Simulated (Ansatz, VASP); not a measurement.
## HfBe2Si2 in VASP and in Ansatz

Contents of INCAR:

```
PREC = Accurate
ENCUT = 600
EDIFF = 1E-7
ISMEAR = 0
SIGMA = 0.1
LREAL = False
LASPH = True
NELM = 100
ALGO = Normal
ISIF = 3
LWAVE = False
LCHARG = False
GGA = PE
IBRION = 2
NSW = 90
EDIFFG = -0.04
```

The input KPOINTS:

```
regular mesh
0
Gamma
  6 6 4
```

POSCAR

```
HfBe2Si2
1.0
    3.5473203200      0.0000000000      0.0000000000
   -1.7736601600      3.0720695200      0.0000000000
    0.0000000000      0.0000000000      6.6704566500
Hf Be Si
1 2 2
Direct
    0.0000000000      0.0000000000      0.0000000000
    0.0000000000      0.0000000000      0.3330568200
    0.0000000000      0.0000000000      0.6669431800
    0.3333333300      0.6666666700      0.5000000000
    0.6666666700      0.3333333300      0.5000000000
```

Input for Ansatz:

```yaml
crystal:
  lattice:
    - [3.54732032, 0.0, 0.0]
    - [-1.77366016, 3.07206952, 0.0]
    - [0.0, 0.0, 6.67045665]
  atoms:
    - { symbol: Hf, position: [0.0, 0.0, 0.0] }
    - { symbol: Be, position: [0.0, 0.0, 0.33305682] }
    - { symbol: Be, position: [0.0, 0.0, 0.66694318] }
    - { symbol: Si, position: [0.33333333, 0.66666667, 0.5] }
    - { symbol: Si, position: [0.66666667, 0.33333333, 0.5] }
basis:
  ecutwfc: 420
kpoints:
  mp_grid: { grid: [6, 6, 4] }
hamiltonian:
  xc: pbe
scf:
  occupations: { method: gaussian, width: 0.1 }
  lower_state_search: "off"
output:
  forces: true
  stress: true
  eigenvalues: true
relax:
  adjacent_minimum: "off"
  f_tol: 0.04
  max_steps: 70
  cell: { stress_tol: 0.4 }
```

Alike in both runs: task relaxation of cell and atoms; functional PBE; k mesh 6 × 6 × 4; occupations gaussian, width 0.1 eV; no spin polarisation.

|  | VASP | Ansatz |
| --- | --- | --- |
| version | VASP 6.6.1 | Ansatz 0.2.0 |
| potentials or method | VASP PAW PBE potentials, release 64 (Hf_pv, Be, Si), cutoff 600 eV | scalar-relativistic, plane waves, PAW |
| valence electrons in the cell | 22 | 38 |

Ansatz gave:

| Quantity | Value |
| --- | --- |
| gap on the k mesh at the Fermi level, each at its own relaxed structure (eV) | none |
| relaxed volume (Å³/atom) | 18.80 |
| relaxed cell length with the largest relative difference (Å) | 6.983 |

Q: Estimate VASP's values.

A: gap on the k mesh at the Fermi level, each at its own relaxed structure (eV): none; relaxed volume (Å³/atom): 18.82; relaxed cell length with the largest relative difference (Å): 6.989.

A gap of «none» marks a metal or a gap that the smearing closes. VASP's potentials hold 22 valence electrons a cell and Ansatz's 38, so a difference there can come from the potentials and not from the codes.

Spin-orbit coupling is off throughout. Noted on VASP's run: the volume moved by over 15 % at a fixed basis, so the end points are rough.
